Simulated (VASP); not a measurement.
# CaO (I4/mmm) in VASP: further runs, part 2 of 2

VASP 6.6.1.

## Step 4: Single point, r2SCAN (uniaxial z strain -5.0%)

POSCAR reads:

```
CaO
1.0
    0.0000000000      2.3975501260      2.2776726197
    2.3975501260      0.0000000000      2.2776726197
    2.3975501260      2.3975501260      0.0000000000
Ca O
1 1
Direct
    0.0000000000      0.0000000000      0.0000000000
    0.5000000000      0.5000000000      0.5000000000
```

INCAR.step1 reads:

```
SYSTEM = CaO
  PREC = Accurate
  ENCUT = 520
  ISMEAR = 0
  SIGMA = 0.01
  LREAL = .False.
  LASPH = .True.
  NELM = 80
  NBANDS = 15
  GGA = PE
  ALGO = Normal
  EDIFF = 1E-4
  LWAVE = .True.
  LCHARG = .False.
```

INCAR.step2 reads:

```
SYSTEM = CaO
  PREC = Accurate
  ENCUT = 520
  EDIFF = 1E-6
  ISMEAR = 0
  SIGMA = 0.01
  LREAL = .False.
  LASPH = .True.
  NELM = 80
  ALGO = Normal
  ISIF = 2
  LWAVE = .False.
  LCHARG = .False.
  METAGGA = R2SCAN
  LMIXTAU = .True.
  NBANDS = 15
  ISTART = 1
```

KPOINTS reads:

```
regular mesh
0
Gamma
  10 10 10
  0 0 0
```

Command:

```sh
cat potpaw_PBE.64/Ca_sv/POTCAR potpaw_PBE.64/O/POTCAR > POTCAR
cp INCAR.step1 INCAR
mpirun -np 1 vasp_std > vasp.out
cp INCAR.step2 INCAR
mpirun -np 1 vasp_std > vasp.out
```

Wall time 2.7 min (1 thread of Intel Xeon Platinum 8259CL at 2.50GHz (Skylake/Cascade Lake), shared host); peak memory 0.19 GiB.

The run converged. Its results:

```yaml
Free_energy: -19.3773 eV
Pressure: 8.9 GPa
Band_gap_on_the_k_mesh: 3.92 eV, indirect (least direct gap 4.46 eV)
```

Stress tensor (GPa, compression positive):
```
 4.44  0.00  0.00
 0.00  4.44  0.00
 0.00  0.00 17.88
```

Levels at points of the mesh, in eV from the valence-band top:
| k point | band 5 | band 6 | band 7 | band 8 | band 9 | band 10 | band 11 | band 12 |
| --- | --- | --- | --- | --- | --- | --- | --- | --- |
| (0.00, 0.00, 0.00) | -16.71 | -0.18 | -0.18 | 0.00 | 5.70 | 6.77 | 6.77 | 7.13 |
| (0.50, 0.00, 0.00) | -15.10 | -2.87 | -1.46 | -1.45 | 7.86 | 9.25 | 9.31 | 9.55 |
| (0.50, 0.50, 0.00) | -16.51 | -1.13 | -0.58 | -0.58 | 3.92 | 9.18 | 9.86 | 10.54 |
| (0.50, 0.00, 0.50) | -16.51 | -1.49 | -0.51 | -0.33 | 4.13 | 8.97 | 9.96 | 10.32 |

Caveat: the cell differs from its parent crystal (uniaxial z strain -5.0%); the PAW data sets were made with another functional, which shifts forces and pressure a little.

## Step 5: Single point, r2SCAN (epitaxial xy strain +4.0%)

POSCAR reads:

```
CaO
1.0
    0.0000000000      2.4934521310      2.3522183327
    2.4934521310      0.0000000000      2.3522183327
    2.4934521310      2.4934521310      0.0000000000
Ca O
1 1
Direct
    0.0000000000      0.0000000000      0.0000000000
    0.5000000000      0.5000000000      0.5000000000
```

INCAR.step1 reads:

```
SYSTEM = CaO
ALGO     = Normal         ! electronic algorithm
EDIFF    = 1E-4           ! SCF threshold, eV
ENCUT    = 520            ! plane-wave cutoff, eV
GGA      = PE             ! functional
ISMEAR   = 0              ! smearing method
LASPH    = .TRUE.         ! aspherical terms in the spheres
LCHARG   = .FALSE.        ! write CHGCAR
LREAL    = .FALSE.        ! projectors in reciprocal space
LWAVE    = .TRUE.         ! write WAVECAR
NBANDS   = 15             ! bands
NELM     = 60             ! most SCF steps
PREC     = Accurate       ! precision mode
SIGMA    = 0.01           ! smearing width, eV
```

INCAR.step2 reads:

```
SYSTEM = CaO
ALGO     = Normal         ! electronic algorithm
EDIFF    = 1E-6           ! SCF threshold, eV
ENCUT    = 520            ! plane-wave cutoff, eV
ISIF     = 2              ! what is computed and relaxed
ISMEAR   = 0              ! smearing method
ISTART   = 1            
LASPH    = .TRUE.         ! aspherical terms in the spheres
LCHARG   = .TRUE.         ! write CHGCAR
LELF     = .TRUE.         ! ELF
LMIXTAU  = .TRUE.       
LREAL    = .FALSE.        ! projectors in reciprocal space
LVHAR    = .TRUE.       
LWAVE    = .FALSE.        ! write WAVECAR
METAGGA  = R2SCAN         ! meta-GGA
NBANDS   = 15             ! bands
NELM     = 60             ! most SCF steps
PREC     = Accurate       ! precision mode
SIGMA    = 0.01           ! smearing width, eV
```

KPOINTS reads:

```
k-points
0
G
  10 10 10
  0 0 0
```

Potentials or basis: VASP PAW PBE potentials, release 64 (Ca_sv, O).

Command:

```sh
cat potpaw_PBE.64/Ca_sv/POTCAR potpaw_PBE.64/O/POTCAR > POTCAR
cp INCAR.step1 INCAR
mpirun -np 1 vasp_std > vasp.out
cp INCAR.step2 INCAR
mpirun -np 1 vasp_std > vasp.out
```

OUTCAR:

```text
SYSTEM = CaO
   EDIFF = 1E-6
   ENCUT = 520
   ISIF = 2
   ISMEAR = 0
   ISTART = 1
   LASPH = .TRUE.
   LREAL = .FALSE.
   METAGGA = R2SCAN
   NELM = 60
   PREC = Accurate

 ion  position               nearest neighbor table
   1  0.000  0.000  0.000-   2 2.35   2 2.35   2 2.49   2 2.49   2 2.49   2 2.49
   2  0.500  0.500  0.500-   1 2.35   1 2.35   1 2.49   1 2.49   1 2.49   1 2.49

  LATTYP: Found a body centered tetragonal cell.
 ALAT       =     3.5262738208
 C/A-ratio  =     1.3341098577

  Lattice vectors:

[... 621 lines left out ...]

  FORCE on cell =-STRESS in cart. coord.  units (eV):
  Direction    XX          YY          ZZ          XY          YZ          ZX
  --------------------------------------------------------------------------------------
  -------------------------------------------------------------------------------------
  Total       -1.3507618     -1.3507618      0.2307078      0.0000000      0.0000000      0.0000000
  in kB      -73.9911297    -73.9911297     12.6375588      0.0000000      0.0000000      0.0000000
  external PRESSURE =     -45.1149002 kB  Pullay stress =       0.0000000 kB

 VOLUME and BASIS-vectors are now :
 -----------------------------------------------------------------------------
  energy-cutoff  :      520.00
  volume of cell :       29.25
      direct lattice vectors                 reciprocal lattice vectors
     0.000000000  2.493452131  2.352218333    -0.200525205  0.200525205  0.212565302
     2.493452131  0.000000000  2.352218333     0.200525205 -0.200525205  0.212565302
     2.493452131  2.493452131  0.000000000     0.200525205  0.200525205 -0.212565302

 POSITION                                       TOTAL-FORCE (eV/Angst)
 -----------------------------------------------------------------------------------
      0.00000      0.00000      0.00000        -0.000000     -0.000000      0.000000
      2.49345      2.49345      2.35222         0.000000      0.000000      0.000000
 -----------------------------------------------------------------------------------
    total drift:                                0.000000      0.000000      0.000000

  FREE ENERGIE OF THE ION-ELECTRON SYSTEM (eV)
  ---------------------------------------------------
  free  energy   TOTEN  =       -19.4015918302 eV

  energy  without entropy=      -19.4015918302  energy(sigma->0) =      -19.40159183
```

OUTCAR.step1:

```text
SYSTEM = CaO
   EDIFF = 1E-4
   ENCUT = 520
   GGA = PE
   ISMEAR = 0
   LASPH = .TRUE.
   LREAL = .FALSE.
[... 654 lines left out ...]
      0.00000      0.00000      0.00000        -0.000000      0.000000      0.000000
      2.49345      2.49345      2.35222         0.000000     -0.000000      0.000000
 -----------------------------------------------------------------------------------
    total drift:                                0.000000      0.000000      0.000000

  FREE ENERGIE OF THE ION-ELECTRON SYSTEM (eV)
  ---------------------------------------------------
  free  energy   TOTEN  =       -12.7704176762 eV

  energy  without entropy=      -12.7704176762  energy(sigma->0) =      -12.77041768
```

OSZICAR.step1:

```text
N       E                     dE             d eps       ncg     rms          rms(c)
DAV:   1     0.122792062071E+03    0.12279E+03   -0.83357E+03  3060   0.108E+03
DAV:   2    -0.922288843837E+01   -0.13201E+03   -0.12295E+03  3732   0.286E+02
DAV:   3    -0.143701465711E+02   -0.51473E+01   -0.51108E+01  3705   0.587E+01
DAV:   4    -0.145054393763E+02   -0.13529E+00   -0.13522E+00  4399   0.835E+00
DAV:   5    -0.145062177338E+02   -0.77836E-03   -0.77835E-03  3579   0.658E-01    0.860E+00
DAV:   6    -0.128613705180E+02    0.16448E+01   -0.53870E+00  3467   0.220E+01    0.376E+00
DAV:   7    -0.127743857657E+02    0.86985E-01   -0.43758E-01  3363   0.666E+00    0.183E+00
DAV:   8    -0.127709351891E+02    0.34506E-02   -0.79906E-02  3879   0.304E+00    0.402E-01
DAV:   9    -0.127697168736E+02    0.12183E-02   -0.44110E-03  3272   0.545E-01    0.113E-01
DAV:  10    -0.127704407298E+02   -0.72386E-03   -0.82833E-04  3711   0.246E-01    0.451E-02
DAV:  11    -0.127704176762E+02    0.23054E-04   -0.44830E-05  2748   0.831E-02
   1 F= -.12770418E+02 E0= -.12770418E+02  d E =0.000000E+00
```

Wall time 2.8 min (1 thread of Intel Xeon Platinum 8259CL at 2.50GHz (Skylake/Cascade Lake), shared host); peak memory 0.19 GiB.

Results:

```yaml
Free_energy: -19.4016 eV
Pressure: -4.5 GPa
Band_gap_on_the_k_mesh: 3.98 eV, indirect (least direct gap 4.55 eV)
```

Stress tensor (GPa, compression positive):
```
-7.40  0.00  0.00
 0.00 -7.40  0.00
 0.00  0.00  1.26
```

Levels at points of the mesh, in eV from the valence-band top:
```csv
k point,band 6,band 7,band 8,band 9,band 10,band 11
"(0.00, 0.00, 0.00)",-0.13,-0.13,0.00,4.81,6.54,6.54
"(0.50, 0.00, 0.00)",-2.57,-1.21,-1.19,7.36,8.68,8.69
"(0.50, 0.50, 0.00)",-1.18,-0.57,-0.57,3.98,8.38,9.25
"(0.50, 0.00, 0.50)",-1.50,-0.47,-0.36,4.20,8.20,9.34
```

Caveat: the cell differs from its parent crystal (epitaxial xy strain +4.0%); the PAW data sets were made with another functional, which shifts forces and pressure a little.

## Step 6: The runs side by side

```tsv
level	cell	smearing	gap on the mesh (eV)	pressure (GPa)
PBE	a = 3.307, b = 3.307, c = 3.391 Å, angles 59.2, 59.2, 61.7°, 2 atoms	fermi-dirac 0.02 eV	3.38	10.7
PBE	a = 3.428, b = 3.428, c = 3.526 Å, angles 59.0, 59.0, 61.9°, 2 atoms	fermi-dirac 0.02 eV	3.44	-2.4
r2SCAN	a = 3.307, b = 3.307, c = 3.391 Å, angles 59.2, 59.2, 61.7°, 2 atoms	gaussian 0.01 eV	3.92	8.9
r2SCAN	a = 3.428, b = 3.428, c = 3.526 Å, angles 59.0, 59.0, 61.9°, 2 atoms	gaussian 0.01 eV	3.98	-4.5
```

Alike in all rows: task single point; potentials or basis VASP PAW PBE potentials, release 64 (Ca_sv, O); no spin polarisation; k mesh 10 × 10 × 10; cutoff (eV) 520.

Caveats: the PAW data sets were made with another functional, which shifts forces and pressure a little (some runs).

Total energies depend on the potentials used, so only differences within one code and one set of settings carry meaning.
